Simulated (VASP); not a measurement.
Ge4N:

```
Ge N
1.0
     4.37320    0.00000    0.00000
    -2.18660    3.78730    0.00000
     0.00000    0.00000    4.44431
Ge N
4 1
Direct
  0.50000 0.00000 0.50000
  0.00000 0.50000 0.50000
  0.50000 0.50000 0.50000
  0.00000 0.00000 0.00000
  0.00000 0.00000 0.50000
```

The cell was built from a structure type or drawn by symmetry, and may not be a known phase.

```yaml
Program: VASP 6.6.1
Task: relaxation of cell and atoms
Functional: PBE
Potentials_or_basis: VASP PAW PBE potentials, release 64 (Ge_d, N)
Cutoff: 600 eV
k_mesh: 6 × 6 × 4
Occupations: gaussian, width 0.1 eV
Spin: no spin polarisation
```

At the start: pressure 57.8 GPa; volume 14.72 Å³/atom.

Question: Where does the relaxation end?

Answer: Over 11 steps the energy falls by 1294.7 meV/atom and the volume is 20.23 Å³/atom (+37.4 %); space group P6/mmm (No. 191, to 0.1 Å) before and after.

Step by step:
```csv
step,energy change (eV),largest force (eV/Å),pressure (GPa),volume (Å³)
1,0.0000,0.0000,57.84,73.61
2,-4.5017,0.0000,-11.10,142.97
3,-6.0094,0.0000,-1.93,109.24
4,-6.0113,0.0000,-3.47,111.86
5,-6.0146,0.0000,-2.94,110.87
6,-6.3767,0.0000,-2.42,106.25
7,-6.4619,0.0000,-1.46,103.67
8,-6.4677,0.0000,-1.08,102.85
9,-6.4679,0.0000,-0.99,102.69
10,-6.4731,0.0000,0.36,100.72
11,-6.4735,0.0000,0.06,101.13
```

Final structure:
```
Ge N
1.0
     5.34879    0.00000    0.00000
    -2.67439    4.63218    0.00000
     0.00000    0.00000    4.08170
Ge N
4 1
Direct
  0.50000 0.00000 0.50000
  0.00000 0.50000 0.50000
  0.50000 0.50000 0.50000
  0.00000 0.00000 0.00000
  0.00000 0.00000 0.50000
```

Caveat: the volume moved by over 15 % at a fixed basis, so the end points are rough.
